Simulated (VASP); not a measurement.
# GdSbTe3: relaxation of cell and atoms with PBE

The system is GdSbTe3.

```
Gd Sb Te
1.0
     5.29211    0.00000    0.00000
     0.00000    5.29211    0.00000
     0.00000    0.00000    5.29211
Gd Sb Te
1 1 3
Direct
  0.00000 0.00000 0.00000
  0.50000 0.50000 0.50000
  0.00000 0.50000 0.50000
  0.50000 0.50000 0.00000
  0.50000 0.00000 0.50000
```

The cell was built from a structure type or drawn by symmetry, and may not be a known phase.

```
Program                : VASP 6.6.1
Task                   : relaxation of cell and atoms
Functional             : PBE
Potentials or basis    : VASP PAW PBE potentials, release 64 (Gd, Sb, Te)
Cutoff                 : 600 eV
k mesh                 : 4 × 4 × 4
Occupations            : gaussian, width 0.1 eV
Spin                   : collinear spin, ferromagnetic start
Starting moments       : [7.0, 0.0, 0.0, 0.0, 0.0] μB
Dipole correction      : no
Further INCAR settings : ALGO = Normal; EDIFF = 1e-07; IBRION = 2; EDIFFG = -0.04; NSW = 90; ISIF = 3
```

```yaml
Relaxed_volume: 37.26 Å³/atom
Relaxed_cell: a = 5.711 Å, b = 5.711 Å, c = 5.711 Å, α = 90.00°, β = 90.00°, γ = 90.00°
Space_group_after_relaxing_to_0.1_Å: Pm-3m (No. 221)
Energy_gained_by_relaxing: 291.5 meV/atom
Ionic_steps: 3
Pressure_after_relaxing: 0.0 GPa
Net_moment: -6.65 μB per cell
Site_moments: Gd -6.45; Sb -0.01; Te +0.02 μB
Valence_electrons_inside_the_program's_atomic_spheres: Gd 15.13; Sb 2.38; Te 3.39
```

Step by step:
| step | energy change (eV) | largest force (eV/Å) | pressure (GPa) | volume (Å³) |
| --- | --- | --- | --- | --- |
| 1 | 0.0000 | 0.0000 | 15.09 | 148.21 |
| 2 | -1.0049 | 0.0000 | -4.17 | 216.52 |
| 3 | -1.4577 | 0.0000 | 0.01 | 186.30 |

Final structure:
```yaml
crystal:
  lattice:
    - [5.71131, 0.00000, 0.00000]
    - [0.00000, 5.71131, 0.00000]
    - [0.00000, 0.00000, 5.71131]
  atoms:
    - { symbol: Gd, position: [0.00000, 0.00000, 0.00000] }
    - { symbol: Sb, position: [0.50000, 0.50000, 0.50000] }
    - { symbol: Te, position: [0.00000, 0.50000, 0.50000] }
    - { symbol: Te, position: [0.50000, 0.50000, 0.00000] }
    - { symbol: Te, position: [0.50000, 0.00000, 0.50000] }
```

Levels at points of the mesh, in eV from the Fermi level:
Spin up:
| k point | band 14 | band 15 | band 16 | band 17 | band 18 | band 19 | band 20 | band 21 |
| --- | --- | --- | --- | --- | --- | --- | --- | --- |
| (0.00, 0.00, 0.00) | -1.18 | -1.09 | -1.09 | -1.09 | 0.14 | 0.14 | 0.14 | 0.28 |
| (0.50, 0.00, 0.00) | -1.86 | -1.29 | -1.29 | -0.35 | 0.05 | 0.07 | 0.08 | 0.08 |
| (0.50, 0.50, 0.00) | -2.07 | -1.16 | -0.04 | 0.07 | 0.08 | 0.08 | 0.22 | 0.22 |
| (0.50, 0.50, 0.50) | -0.11 | -0.11 | -0.11 | -0.03 | -0.03 | -0.03 | 0.26 | 0.26 |
Spin down:
```csv
k point,band 22,band 23,band 24,band 25,band 26,band 27
"(0.00, 0.00, 0.00)",-1.08,-1.08,-1.08,0.14,0.70,0.70
"(0.50, 0.00, 0.00)",-1.34,-1.34,-0.33,-0.09,1.04,1.50
"(0.50, 0.50, 0.00)",-1.15,-0.11,0.17,0.33,0.33,1.01
"(0.50, 0.50, 0.50)",-0.04,-0.04,-0.04,0.19,0.19,0.19
```

Run time: 31 min on 1 thread of Oxide Virtual Turin-like Processor, on a shared host, peak memory 0.39 GiB.

Caveat: the electronic state changed during the relaxation; the volume moved by over 15 % at a fixed basis, so the end points are rough; spin-orbit coupling is left out, which moves the levels of the heavy elements; a cell with one magnetic atom can't hold antiferromagnetic order, which such compounds often take; semilocal functionals describe open f shells poorly, which spoils levels, moments and volumes. The state reached can hang on the start; a lower one may exist.
